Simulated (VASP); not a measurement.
# BN (P-6m2) in VASP: notebook, part 2 of 2

VASP 6.6.1. The steps go on from the part before.

### Step 3. Single point, PBE+D4

This run uses another cell than the first one, of 8.89 Å³/atom, 0.991 times its volume.

Contents of INCAR:

```
SYSTEM = BN
ALGO = Normal
EDIFF = 1E-6
ENCUT = 520
GGA = PE
ISIF = 2
ISMEAR = -1
IVDW = 13
LASPH = .True.
LCHARG = .False.
LREAL = .False.
LWAVE = .False.
NBANDS = 16
NELM = 80
PREC = Accurate
SIGMA = 0.02
```

Contents of KPOINTS:

```
k-points
0
Gamma
  12 12 4
  0 0 0
```

Contents of POSCAR:

```
BN
1.0
    2.5067059300      0.0000000000      0.0000000000
   -1.2533529650      2.1708710152      0.0000000000
    0.0000000000      0.0000000000      6.5316843127
B N
2 2
Direct
    0.0000000000      0.0000000000      0.5000000000
    0.3333333333      0.6666666667      0.0000000000
    0.0000000000      0.0000000000      0.0000000000
    0.6666666667      0.3333333333      0.5000000000
```

Potentials or basis: VASP PAW PBE potentials, release 64 (B, N).

Started as:

```sh
> cat potpaw_PBE.64/B/POTCAR potpaw_PBE.64/N/POTCAR > POTCAR
> mpirun -np 1 vasp_std > vasp.out
```

Wall time 27 s (1 thread of Intel Xeon Platinum 8488C (Sapphire Rapids), shared host); peak memory 0.16 GiB.

The run converged. Its results:

- Free energy: -35.7974 eV
- Pressure: 0.1 GPa
- Band gap on the k mesh: 4.34 eV, indirect (least direct gap 4.45 eV)
- Dispersion energy per atom: -0.163 eV

Stress tensor (GPa, compression positive):
```
 0.16  0.00  0.00
 0.00  0.16  0.00
 0.00  0.00 -0.13
```

Levels at points of the mesh, in eV from the valence-band top:
```csv
k point,band 4,band 5,band 6,band 7,band 8,band 9,band 10,band 11,band 12,band 13
"(0.00, 0.00, 0.00)",-4.04,-1.44,-1.44,-1.32,-1.32,5.28,10.37,11.45,11.45,11.59
"(0.50, 0.00, 0.00)",-8.83,-4.24,-4.10,-1.37,-0.70,4.34,5.53,9.58,9.68,12.82
"(0.00, 0.00, 0.50)",-5.27,-1.44,-1.44,-1.32,-1.32,7.70,7.74,11.47,11.47,11.57
"(0.50, 0.00, 0.50)",-8.88,-4.23,-4.11,-1.03,-0.91,4.60,4.68,9.79,9.90,13.62
```

A k mesh can miss the band edges. A hybrid or GW would open this gap; PBE tends to underestimate it.

### Step 4. Single point, r2SCAN+rVV10

This run uses another cell than the first one, of 8.80 Å³/atom, 0.981 times its volume.

Contents of POSCAR:

```
BN
1.0
    2.5002145576      0.0000000000      0.0000000000
   -1.2501072788      2.1652493218      0.0000000000
    0.0000000000      0.0000000000      6.5052999340
B N
2 2
Direct
    0.0000000000      0.0000000000      0.5000000000
    0.3333333333      0.6666666667      0.0000000000
    0.0000000000      0.0000000000      0.0000000000
    0.6666666667      0.3333333333      0.5000000000
```

Contents of INCAR.step1:

```
PREC = Accurate
ENCUT = 520
ISMEAR = -1
SIGMA = 0.02
LREAL = False
LASPH = True
NELM = 100
NBANDS = 16
GGA = PE
ALGO = Normal
EDIFF = 1E-4
LWAVE = True
LCHARG = False
```

Contents of INCAR.step2:

```
PREC = Accurate
ENCUT = 520
EDIFF = 1E-6
ISMEAR = -1
SIGMA = 0.02
LREAL = False
LASPH = True
NELM = 100
ALGO = Normal
ISIF = 2
LWAVE = False
LCHARG = False
METAGGA = R2SCAN
LMIXTAU = True
LUSE_VDW = True
IVDW_NL = 2
BPARAM = 11.95
CPARAM = 0.0093
NBANDS = 16
ISTART = 1
```

Contents of KPOINTS:

```
regular mesh
0
Gamma
  12 12 4
```

Potentials or basis: VASP PAW PBE potentials, release 64 (B, N).

Started as:

```sh
> cat potpaw_PBE.64/B/POTCAR potpaw_PBE.64/N/POTCAR > POTCAR
> cp INCAR.step1 INCAR
> mpirun -np 1 vasp_std > vasp.out
> cp INCAR.step2 INCAR
> mpirun -np 1 vasp_std > vasp.out
```

OUTCAR:

```text
PREC = Accurate
   ENCUT = 520
   EDIFF = 1E-6
   ISMEAR = -1
   LREAL = False
   LASPH = True
   NELM = 100
   ISIF = 2
   METAGGA = R2SCAN
   IVDW_NL = 2
   BPARAM = 11.95
   ISTART = 1

 ion  position               nearest neighbor table
   1  0.000  0.000  0.500-   4 1.44   4 1.44   4 1.44
   2  0.333  0.667  0.000-   3 1.44   3 1.44   3 1.44
   3  0.000  0.000  0.000-   2 1.44   2 1.44   2 1.44
   4  0.667  0.333  0.500-   1 1.44   1 1.44   1 1.44

  LATTYP: Found a hexagonal cell.
 ALAT       =     2.5002145576
[... 649 lines left out ...]
     16      21.8391      0.00000

 [... further k-points ...]
[... 5 lines left out ...]
  --------------------------------------------------------------------------------------
  -------------------------------------------------------------------------------------
  Total        0.1773529      0.1773529     -0.0696265      0.0000000     -0.0000000      0.0000000
  in kB        8.0685641      8.0685641     -3.1676164      0.0000000     -0.0000000      0.0000000
  external PRESSURE =       4.3231706 kB  Pullay stress =       0.0000000 kB

 VOLUME and BASIS-vectors are now :
 -----------------------------------------------------------------------------
  energy-cutoff  :      520.00
  volume of cell :       35.22
      direct lattice vectors                 reciprocal lattice vectors
     2.500214558  0.000000000  0.000000000     0.399965674  0.230920289  0.000000000
    -1.250107279  2.165249322  0.000000000     0.000000000  0.461840579  0.000000000
     0.000000000  0.000000000  6.505299934     0.000000000  0.000000000  0.153720814

 POSITION                                       TOTAL-FORCE (eV/Angst)
 -----------------------------------------------------------------------------------
      0.00000      0.00000      3.25265         0.000000      0.000000      0.000000
     -0.00000      1.44350      0.00000        -0.000000      0.000000      0.000000
      0.00000      0.00000      0.00000         0.000000      0.000000      0.000000
      1.25011      0.72175      3.25265         0.000000      0.000000      0.000000
 -----------------------------------------------------------------------------------
    total drift:                                0.000000     -0.000000      0.000000

  FREE ENERGIE OF THE ION-ELECTRON SYSTEM (eV)
  ---------------------------------------------------
  free  energy   TOTEN  =       -38.2468860387 eV

  energy  without entropy=      -38.2468860387  energy(sigma->0) =      -38.24688604
```

OUTCAR.step1:

```text
PREC = Accurate
   ENCUT = 520
   ISMEAR = -1
   LREAL = False
   LASPH = True
   NELM = 100
[... 684 lines left out ...]
     -0.00000      1.44350      0.00000        -0.000000      0.000000      0.000000
      0.00000      0.00000      0.00000        -0.000000      0.000000      0.000000
      1.25011      0.72175      3.25265        -0.000000      0.000000      0.000000
 -----------------------------------------------------------------------------------
    total drift:                               -0.000001      0.000000      0.000000

  FREE ENERGIE OF THE ION-ELECTRON SYSTEM (eV)
  ---------------------------------------------------
  free  energy   TOTEN  =       -35.1358084834 eV

  energy  without entropy=      -35.1358084834  energy(sigma->0) =      -35.13580848
```

Wall time 93 s (1 thread of Intel Xeon Platinum 8488C (Sapphire Rapids), shared host); peak memory 0.25 GiB.

Results:

```
Free energy            : -38.2469 eV
Pressure               : 0.4 GPa
Band gap on the k mesh : 4.90 eV, indirect (least direct gap 5.11 eV)
```

Stress tensor (GPa, compression positive):
```
 0.81  0.00  0.00
 0.00  0.81  0.00
 0.00  0.00 -0.32
```

Caveat: the PAW data sets were made with another functional, which shifts forces and pressure a little. A k mesh can miss the band edges.

### Step 5. Summary

| level | cell | gap on the mesh (eV) | pressure (GPa) |
| --- | --- | --- | --- |
| PBE+D3(BJ) | a = 2.506, b = 2.506, c = 6.597 Å, angles 90.0, 90.0, 120.0°, 4 atoms | 4.35 | 0.1 |
| PBE+D4 | a = 2.507, b = 2.507, c = 6.532 Å, angles 90.0, 90.0, 120.0°, 4 atoms | 4.34 | 0.1 |
| r2SCAN+rVV10 | a = 2.500, b = 2.500, c = 6.505 Å, angles 90.0, 90.0, 120.0°, 4 atoms | 4.90 | 0.4 |

Alike in all rows: task single point; potentials or basis VASP PAW PBE potentials, release 64 (B, N); no spin polarisation; k mesh 12 × 12 × 4; cutoff (eV) 520; smearing fermi-dirac 0.02 eV.

Caveats: the PAW data sets were made with another functional, which shifts forces and pressure a little (some runs).

Absolute energies hang on the potentials; compare differences alone.
